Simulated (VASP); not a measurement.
# VCuSe2 (R-3m) in VASP: single point with PBE

Aim: the single point of VCuSe2 with PBE.

Everything below comes from runs of VASP 6.6.1. Logs are shortened: lines on timing, memory, paths and dates and some standing lists are left out, and cuts for length are marked.

## (1) The cell of the first run

Symmetry: R-3m, No. 166, trigonal system. Conventional cell: a = 3.361 Å, b = 3.361 Å, c = 20.484 Å, α = 90.00°, β = 90.00°, γ = 120.00°. Cu (site symmetry -3m) has 6 Se at 2.63 Å and 6 Cu at 3.36 Å within 3.5 Å. V (site symmetry -3m) has 6 Se at 2.54 Å and 6 V at 3.36 Å within 3.4 Å. Within 3.4 Å of Se (site symmetry 3m) lie 3 V at 2.54 Å and 3 Cu at 2.63 Å and 6 Se at 3.36 Å.

## (2) Single point, PBE

Contents of INCAR:

```
SYSTEM = VCuSe2
ALGO     = Normal         ! electronic algorithm
EDIFF    = 1E-6           ! SCF threshold, eV
ENCUT    = 520            ! plane-wave cutoff, eV
GGA      = PE             ! functional
ISIF     = 2              ! what is computed and relaxed
ISMEAR   = 0              ! smearing method
LASPH    = .TRUE.         ! aspherical terms in the spheres
LCHARG   = .FALSE.        ! write CHGCAR
LREAL    = .FALSE.        ! projectors in reciprocal space
LWAVE    = .FALSE.        ! write WAVECAR
NBANDS   = 26             ! bands
NELM     = 60             ! most SCF steps
PREC     = Accurate       ! precision mode
SIGMA    = 0.1            ! smearing width, eV
```

Contents of KPOINTS:

```
k-points
0
G
  12 12 12
  0 0 0
```

Contents of POSCAR:

```
VCuSe2
1.0
    1.6804889538      0.9702307499      6.8279660772
   -1.6804889538      0.9702307499      6.8279660772
    0.0000000000     -1.9404614997      6.8279660772
Cu V Se
1 1 2
Direct
    0.0000000000      0.0000000000      0.0000000000
    0.5000000000      0.5000000000      0.5000000000
    0.2463294808      0.2463294808      0.2463294808
    0.7536705192      0.7536705192      0.7536705192
```

Potentials or basis: VASP PAW PBE potentials, release 64 (Cu, V_sv, Se).

Command:

```sh
> cat potpaw_PBE.64/Cu/POTCAR potpaw_PBE.64/V_sv/POTCAR potpaw_PBE.64/Se/POTCAR > POTCAR
> mpirun -np 1 vasp_std > vasp.out
```

OUTCAR:

```text
SYSTEM = VCuSe2
   EDIFF = 1E-6
   ENCUT = 520
   GGA = PE
   ISIF = 2
   ISMEAR = 0
   LASPH = .TRUE.
   LREAL = .FALSE.
   NELM = 60
   PREC = Accurate

 ion  position               nearest neighbor table
   1  0.000  0.000  0.000-   4 2.63   4 2.63   3 2.63   3 2.63   4 2.63   3 2.63
   2  0.500  0.500  0.500-   3 2.54   3 2.54   4 2.54   4 2.54   3 2.54   4 2.54
   3  0.246  0.246  0.246-   2 2.54   2 2.54   2 2.54   1 2.63   1 2.63   1 2.63
   4  0.754  0.754  0.754-   2 2.54   2 2.54   2 2.54   1 2.63   1 2.63   1 2.63

  LATTYP: Found a trigonal (rhomboedric) cell.
 ALAT       =     7.0983456934
 COS(alpha) =     0.8879047969

  Lattice vectors:

 A1 = (   1.6804889538,   0.9702307499,   6.8279660772)
 A2 = (  -1.6804889538,   0.9702307499,   6.8279660772)
 A3 = (   0.0000000000,  -1.9404614997,   6.8279660772)

Analysis of symmetry for initial positions (statically):
=====================================================================
 Subroutine PRICEL returns:
 Original cell was already a primitive cell.

 Routine SETGRP: Setting up the symmetry group for a
 trigonal (rhombohedral) supercell.

 Subroutine GETGRP returns: Found 12 space group operations
 (whereof 12 operations were pure point group operations)
 out of a pool of 12 trial point group operations.

The static configuration has the point symmetry D_3d.

Analysis of symmetry for dynamics (positions and initial velocities):
=====================================================================
 Subroutine PRICEL returns:
 Original cell was already a primitive cell.

 Routine SETGRP: Setting up the symmetry group for a
 trigonal (rhombohedral) supercell.

 Subroutine GETGRP returns: Found 12 space group operations
 (whereof 12 operations were pure point group operations)
 out of a pool of 12 trial point group operations.

The dynamic configuration has the point symmetry D_3d.

 Subroutine INISYM returns: Found 12 space group operations
 (whereof 12 operations are pure point group operations),
 and found     1 'primitive' translations

----------------------------------------------------------------------------------------

                                     Primitive cell

  volume of cell :      66.7964

  direct lattice vectors                    reciprocal lattice vectors
     1.680488954  0.970230750  6.827966077     0.297532453  0.171780442  0.048818833
    -1.680488954  0.970230750  6.827966077    -0.297532453  0.171780442  0.048818833
     0.000000000 -1.940461500  6.827966077     0.000000000 -0.343560883  0.048818833

  length of vectors
     7.098345693  7.098345693  7.098345693     0.347012044  0.347012044  0.347012044

  position of ions in fractional coordinates (direct lattice)
     0.000000000  0.000000000  0.000000000
     0.500000000  0.500000000  0.500000000
     0.246329481  0.246329481  0.246329481
     0.753670519  0.753670519  0.753670519

  ion indices of the primitive-cell ions
   primitive index   ion index
                 1           1
                 2           2
                 3           3
                 4           4

----------------------------------------------------------------------------------------

 KPOINTS: k-points

Automatic generation of k-mesh.
 Grid dimensions read from file:
 generate k-points for:   12   12   12

 Generating k-lattice:

  Cartesian coordinates                     Fractional coordinates (reciprocal lattice)
     0.024794371  0.014315037  0.004068236     0.083333333 -0.000000000  0.000000000
    -0.024794371  0.014315037  0.004068236    -0.000000000  0.083333333  0.000000000
     0.000000000 -0.028630074  0.004068236     0.000000000  0.000000000  0.083333333

  Length of vectors
     0.028917670  0.028917670  0.028917670

  Shift w.r.t. Gamma in fractional coordinates (k-lattice)
     0.000000000  0.000000000  0.000000000

 Subroutine IBZKPT returns following result:
 ===========================================

 Found    189 irreducible k-points:

 Following reciprocal coordinates:
            Coordinates               Weight
  0.000000  0.000000  0.000000      1.000000
  0.083333 -0.000000  0.000000      6.000000
  0.166667  0.000000  0.000000      6.000000
  0.250000  0.000000  0.000000      6.000000
  0.333333 -0.000000  0.000000      6.000000
  0.416667 -0.000000  0.000000      6.000000
[... 16 lines left out ...]
  0.500000  0.166667  0.000000     12.000000
 -0.416667  0.166667  0.000000     12.000000
 [... further k-points ...]
   k-points           NKPTS =    189   k-points in BZ     NKDIM =    189   number of bands    NBANDS=     26
   number of dos      NEDOS =    301   number of ions     NIONS =      4
   total plane-waves  NPLWV = 157464
   dimension x,y,z NGX =    54 NGY =   54 NGZ =   54
   dimension x,y,z NGXF=   108 NGYF=  108 NGZF=  108
   ions per type =               1   1   2
   NGX,Y,Z   is equivalent  to a cutoff of  12.65, 12.65, 12.65 a.u.
   NGXF,Y,Z  is equivalent  to a cutoff of  25.29, 25.29, 25.29 a.u.
 SYSTEM =  VCuSe2
   PREC   = accura    normal or accurate (medium, high low for compatibility)
   ISTART =      0    job   : 0-new  1-cont  2-samecut
   ICHARG =      2    charge: 1-file 2-atom 10-const
   ISPIN  =      1    spin polarized calculation?
   LNONCOLLINEAR =      F non collinear calculations
   LSORBIT =      F    spin-orbit coupling
   LASPH  =      T    aspherical Exc in radial PAW
   ENCUT  =  520.0 eV  38.22 Ry    6.18 a.u.  13.20 13.20 13.20*2*pi/ulx,y,z
   NELM   =     60;   NELMIN=  2; NELMDL= -5     # of ELM steps
   EDIFF  = 0.1E-05   stopping-criterion for ELM
   LREAL  =      F    real-space projection
   EDIFFG = 0.1E-04   stopping-criterion for IOM
   NSW    =      0    number of steps for IOM
   IBRION =     -1    ionic relax: 0-MD 1-quasi-New 2-CG
   NFREE  =      0    steps in history (QN), initial steepest desc. (CG)
   ISIF   =      2    stress and relaxation
   ISYM   =      2    0-nonsym 1-usesym 2-fastsym
   POTIM  = 0.5000    time-step for ionic-motion
   TEBEG  =    0.0;   TEEND  =   0.0 temperature during run
   PSTRESS=    0.0 pullay stress
   NELECT =      36.0000    total number of electrons
   NUPDOWN=      -1.0000    fix difference up-down
   EMIN   =  10.00;   EMAX   =-10.00  energy-range for DOS
   EFERMI =   0.00;   METHOD = LEGACY
   ISMEAR =     0;   SIGMA  =   0.10  broadening in eV -4-tet -1-fermi 0-gaus
   EFERMI_NEDOS =   21; number of points for ismear=-14 and -15
   IALGO  =     38    algorithm
   IMIX   =      4    mixing-type and parameters
     AMIX     =   0.40;   BMIX     =  1.00
     AMIX_MAG =   1.60;   BMIX_MAG =  1.00
  volume/ion in A,a.u.               =      16.70       112.69
  Fermi-wavevector in a.u.,A,eV,Ry     =   1.332267  2.517619 24.149457  1.774935
  Thomas-Fermi vector in A             =   2.461215
   LORBIT       =      0    0 simple, 1 ext, 2 COOP (PROOUT), +10 PAW based schemes
   GGA     = PE    functional components
   LHFCALC =     F    Hartree Fock is set to
   AEXX    =    0.0000 exact exchange contribution
   IVDW    =     0    specifies the selected vdW correction
   LEPSILON=     F    determine dielectric tensor
   LRPA    =     F    only Hartree local field effects (RPA)
 non-spin polarized calculation
 Gauss-broadening in eV      SIGMA  =   0.10
  energy-cutoff  :      520.00
  volume of cell :       66.80
 maximum number of plane-waves:      1820
 NGX is ok and might be reduce to    54
   NGX = 27   NGY = 27   NGZ = 27

 number of electron      35.9999993 magnetization

 Free energy of the ion-electron system (eV)
  ---------------------------------------------------
  ext. energy  EPLUGINS =         0.00000000
  ---------------------------------------------------
  free energy    TOTEN  =       -20.84352814 eV

  energy without entropy =      -20.83805825  energy(sigma->0) =      -20.84079320

 E-fermi :   7.0989     XC(G=0): -11.2719

 val. band max:        7.0931141882   @ k =  -0.1667   0.5000   0.0833
 cond. band min:       7.1028946114   @ k =  -0.3333   0.5000   0.3333
 fundamental gap:      0.0097804231
 Fermi energy:         7.0989485419

 k-point     1 :       0.0000    0.0000    0.0000
  band No.  band energies     occupation
      1     -57.5602      2.00000
      2     -31.4104      2.00000
      3     -31.4104      2.00000
      4     -31.3785      2.00000
      5      -8.1728      2.00000
      6      -7.1543      2.00000
[... 18 lines left out ...]
     25      15.1308      0.00000
     26      15.1308      0.00000

 k-point     2 :       0.0833   -0.0000    0.0000
  band No.  band energies     occupation
      1     -57.5597      2.00000
      2     -31.4157      2.00000
      3     -31.4117      2.00000
      4     -31.3774      2.00000
      5      -8.0811      2.00000
      6      -7.0987      2.00000
[... 18 lines left out ...]
     25      14.8244      0.00000
     26      15.4779      0.00000

 k-point     3 :       0.1667    0.0000    0.0000
  band No.  band energies     occupation
      1     -57.5584      2.00000
      2     -31.4302      2.00000
      3     -31.4151      2.00000
      4     -31.3746      2.00000
      5      -7.8158      2.00000
      6      -6.9383      2.00000
[... 18 lines left out ...]
     25      15.0018      0.00000
     26      15.3708      0.00000

 k-point     4 :       0.2500    0.0000    0.0000
  band No.  band energies     occupation
      1     -57.5567      2.00000
      2     -31.4500      2.00000
      3     -31.4198      2.00000
      4     -31.3706      2.00000
      5      -7.4099      2.00000
      6      -6.6969      2.00000
[... 18 lines left out ...]
     25      13.6253      0.00000
     26      14.4462      0.00000

 k-point     5 :       0.3333   -0.0000    0.0000
  band No.  band energies     occupation
      1     -57.5549      2.00000
      2     -31.4696      2.00000
      3     -31.4244      2.00000
      4     -31.3667      2.00000
      5      -6.9305      2.00000
      6      -6.4260      2.00000
[... 18 lines left out ...]
     25      12.3547      0.00000
     26      13.5429      0.00000

 k-point     6 :       0.4167   -0.0000    0.0000
  band No.  band energies     occupation
      1     -57.5536      2.00000
      2     -31.4839      2.00000
      3     -31.4278      2.00000
      4     -31.3638      2.00000
      5      -6.4956      2.00000
      6      -6.2178      2.00000
[... 427 lines left out ...]
 k-point    21 :       0.3333    0.1667    0.0000
  band No.  band energies     occupation
      1     -57.5558      2.00000
      2     -31.4560      2.00000
      3     -31.4259      2.00000
      4     -31.3686      2.00000
      5      -7.1570      2.00000
      6      -6.6048      2.00000
[... 18 lines left out ...]
     25      13.6625      0.00000
     26      15.1851      0.00000

 k-point    22 :       0.4167    0.1667    0.0000
  band No.  band energies     occupation
      1     -57.5542      2.00000
      2     -31.4695      2.00000
      3     -31.4335      2.00000
      4     -31.3652      2.00000
      5      -6.7202      2.00000
      6      -6.3492      2.00000
[... 18 lines left out ...]
     25      12.9703      0.00000
     26      14.5894      0.00000

 k-point    23 :       0.5000    0.1667    0.0000
  band No.  band energies     occupation
      1     -57.5531      2.00000
      2     -31.4790      2.00000
      3     -31.4393      2.00000
      4     -31.3627      2.00000
      5      -6.3420      2.00000
      6      -6.1443      2.00000
[... 18 lines left out ...]
     25      13.1762      0.00000
     26      13.9289      0.00000

 k-point    24 :      -0.4167    0.1667    0.0000
  band No.  band energies     occupation
      1     -57.5527      2.00000
      2     -31.4825      2.00000
      3     -31.4415      2.00000
      4     -31.3618      2.00000
      5      -6.1667      2.00000
      6      -6.0861      2.00000
[... 18 lines left out ...]
     25      13.2164      0.00000
     26      13.6456      0.00000

 [... further k-points ...]

------------------------ aborting loop because EDIFF is reached ----------------------------------------

  FORCE on cell =-STRESS in cart. coord.  units (eV):
  Direction    XX          YY          ZZ          XY          YZ          ZX
  --------------------------------------------------------------------------------------
  -------------------------------------------------------------------------------------
  Total        0.0750331      0.0750331      0.0827273      0.0000000      0.0000000      0.0000000
  in kB        1.7997423      1.7997423      1.9842940      0.0000000      0.0000000      0.0000000
  external PRESSURE =       1.8612595 kB  Pullay stress =       0.0000000 kB

 VOLUME and BASIS-vectors are now :
 -----------------------------------------------------------------------------
  energy-cutoff  :      520.00
  volume of cell :       66.80
      direct lattice vectors                 reciprocal lattice vectors
     1.680488954  0.970230750  6.827966077     0.297532453  0.171780442  0.048818833
    -1.680488954  0.970230750  6.827966077    -0.297532453  0.171780442  0.048818833
     0.000000000 -1.940461500  6.827966077     0.000000000 -0.343560883  0.048818833

 POSITION                                       TOTAL-FORCE (eV/Angst)
 -----------------------------------------------------------------------------------
      0.00000      0.00000      0.00000         0.000000      0.000000      0.000000
      0.00000      0.00000     10.24195         0.000000      0.000000      0.000000
      0.00000      0.00000      5.04579         0.000000      0.000000      0.000727
      0.00000      0.00000     15.43811         0.000000     -0.000000     -0.000727
 -----------------------------------------------------------------------------------
    total drift:                               -0.000000     -0.000000      0.000000

  FREE ENERGIE OF THE ION-ELECTRON SYSTEM (eV)
  ---------------------------------------------------
  free  energy   TOTEN  =       -20.8435281374 eV

  energy  without entropy=      -20.8380582542  energy(sigma->0) =      -20.84079320
```

It took 43 min on 1 thread of AMD EPYC 7R43 (Zen 3), shared host; peak memory 0.59 GiB.

What came out:

| Quantity | Value |
| --- | --- |
| Free energy | -20.8435 eV |
| Pressure | 0.2 GPa |
| Band gap on the k mesh | zero (bands 18 and 19 overlap by 0.19 eV) |

Levels at points of the mesh, in eV from the Fermi level:
```tsv
k point	band 16	band 17	band 18	band 19	band 20	band 21
(0.00, 0.00, 0.00)	-0.86	-0.11	-0.11	-0.03	-0.03	2.75
(0.50, 0.00, 0.00)	-1.23	-1.03	-0.65	0.80	1.02	1.65
(0.50, 0.50, 0.00)	-1.72	-1.46	-0.96	0.66	0.80	2.05
(0.50, 0.50, 0.50)	-0.15	-0.12	-0.12	0.52	0.52	2.38
```

Caveat: the run has no spin polarisation, though such a crystal can be magnetic. With open d or f shells a metallic result of PBE can be an artefact of self-interaction; +U or a hybrid may open a gap.
